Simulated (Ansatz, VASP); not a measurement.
# TaN in VASP and in Ansatz

File INCAR:

```
SYSTEM = TaN
PREC = Accurate
ENCUT = 520
EDIFF = 1E-7
ISMEAR = -1
SIGMA = 0.05
LREAL = .False.
LASPH = .True.
NELM = 150
ALGO = Normal
ISIF = 2
LWAVE = .False.
LCHARG = .True.
MAGMOM = 0 0 0 0 0 0 0 0 0 0 0 0 0 0 0 0 0 0
LORBIT = 11
LSORBIT = .True.
GGA_COMPAT = .False.
LORBMOM = .True.
LMAXMIX = 4
GGA = PS
LVHAR = .True.
NBANDS = 64
```

Contents of KPOINTS:

```
Automatic mesh
0
Gamma
  6 6 9
  0 0 0
```

POSCAR

```
TaN
1.0
    5.1960000000      0.0000000000      0.0000000000
   -2.5980000000      4.4998679981      0.0000000000
    0.0000000000      0.0000000000      2.9110000000
Ta N
3 3
Direct
    0.0000000000      0.0000000000      0.0000000000
    0.6666666667      0.3333333333      0.5000000000
    0.3333333333      0.6666666667      0.5000000000
    0.0000000000      0.3928500000      0.0000000000
    0.6071500000      0.6071500000      0.0000000000
    0.3928500000      0.0000000000      0.0000000000
```

input.yaml

```yaml
crystal:
  lattice:
    - [5.196, 0.0, 0.0]
    - [-2.598, 4.4998679981, 0.0]
    - [0.0, 0.0, 2.911]
  atoms:
    - { symbol: Ta, position: [0.0, 0.0, 0.0] }
    - { symbol: Ta, position: [0.6666666667, 0.3333333333, 0.5] }
    - { symbol: Ta, position: [0.3333333333, 0.6666666667, 0.5] }
    - { symbol: "N", position: [0.0, 0.39285, 0.0] }
    - { symbol: "N", position: [0.60715, 0.60715, 0.0] }
    - { symbol: "N", position: [0.39285, 0.0, 0.0] }
hamiltonian:
  xc: pbesol
  pseudopotentials: { kind: paw_fr }
magnetization:
  noncollinear: true
  spin_orbit: true
kpoints:
  mp_grid: { grid: [6, 6, 9] }
  band_path:
    path:
      - [[0.0, 0.0, 0.0], [0.5, 0.0, 0.0], [0.3333333333, 0.3333333333, 0.0], [0.0, 0.0, 0.0], [0.0, 0.0, 0.5], [0.5, 0.0, 0.5], [0.3333333333, 0.3333333333, 0.5], [0.0, 0.0, 0.5]]
      - [[0.5, 0.0, 0.5], [0.5, 0.0, 0.0]]
      - [[0.3333333333, 0.3333333333, 0.0], [0.3333333333, 0.3333333333, 0.5]]
    npoints: 14
scf:
  occupations: { method: fermi_dirac, width: 0.05 }
  n_extra_bands: 15
output:
  forces: true
  stress: true
  eigenvalues: true
  fatbands: false
```

Alike in both runs: functional PBEsol; k mesh 6 × 6 × 9; occupations fermi-dirac, width 0.05 eV; non-collinear spin, spin-orbit coupling.

|  | VASP | Ansatz |
| --- | --- | --- |
| version | VASP 6.6.1 | Ansatz 0.2.0 |
| potentials or method | VASP PAW PBE potentials, release 64 (Ta_pv, N) | Ansatz PAW |
| plane-wave cutoff (eV) | 520 | 420 |
| valence electrons in the cell | 48 | 54 |
| task | single point | band structure |

VASP gave:

```
pressure (GPa)                                                : -2.7
traceless stress, the component that is largest in VASP (GPa) : -1.26
rms of the force components (eV/Å)                            : 0.004
```

Estimate Ansatz's values.

pressure (GPa): -4.1; traceless stress, the component that is largest in VASP (GPa): -1.06; rms of the force components (eV/Å): 0.004.

VASP's potentials were made for PBE, not for PBEsol. Atom by atom the forces differ by 0.000 eV/Å (rms over components). VASP's potentials hold 48 valence electrons a cell and Ansatz's 54, so a difference there can come from the potentials and not from the codes.
